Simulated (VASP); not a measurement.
Here is a VASP 6.6.1 calculation.

File INCAR:

```
PREC = Accurate
ENCUT = 520
EDIFF = 1E-6
ISMEAR = -1
SIGMA = 0.05
LREAL = F
LASPH = T
NELM = 150
ALGO = Normal
ISIF = 2
LWAVE = F
LCHARG = F
LMAXMIX = 4
LDAU = T
LDAUTYPE = 2
LDAUL = 2 -1 -1 -1
LDAUU = 3 0 0 0
LDAUJ = 0 0 0 0
LDAUPRINT = 1
GGA = PE
NBANDS = 63
```

Contents of KPOINTS:

```
regular mesh
0
Gamma
  4 4 3
```

POSCAR

```
HfIn4SiO6
1.0
    2.7158500000     -4.7035700000      0.0083300000
    2.7158500000      4.7035700000      0.0083300000
   -1.8791500000      0.0000000000      7.4012700000
Hf In Si O
1 4 1 6
Direct
    0.7883500000      0.2116500000      0.0000000000
    0.6217500000      0.3782500000      0.5000000000
    0.4550200000      0.5449800000      0.0000000000
    0.2840700000      0.7159300000      0.5000000000
    0.9581400000      0.0418600000      0.5000000000
    0.1216800000      0.8783200000      0.0000000000
    0.0621900000      0.1141500000      0.8666600000
    0.8858500000      0.9378100000      0.1333400000
    0.7949000000      0.5378400000      0.8666300000
    0.4621600000      0.2051000000      0.1333700000
    0.1535200000      0.6287900000      0.1333300000
    0.3712100000      0.8464800000      0.8666700000
```

Potentials or basis: VASP PAW PBE potentials, release 64 (Hf_pv, In_d, Si, O).

Run with:

```sh
$ cat potpaw_PBE.64/Hf_pv/POTCAR potpaw_PBE.64/In_d/POTCAR potpaw_PBE.64/Si/POTCAR potpaw_PBE.64/O/POTCAR > POTCAR
$ mpirun -np 1 vasp_std > vasp.out
```

Problem. Estimate the pressure.

Solution. 0.6 GPa.

Problem. Estimate the largest force.

Solution. 0.177 eV/Å.

Problem. What does it give for the band gap on the k mesh?

Solution. Zero (bands 51 and 52 overlap by 1.18 eV).

Stress tensor (GPa, compression positive):
```
0.61 0.00 0.03
0.00 0.63 0.00
0.03 0.00 0.43
```

Caveat: spin-orbit coupling is left out, which moves the levels of the heavy elements; U without spin polarisation on a metal has little footing.
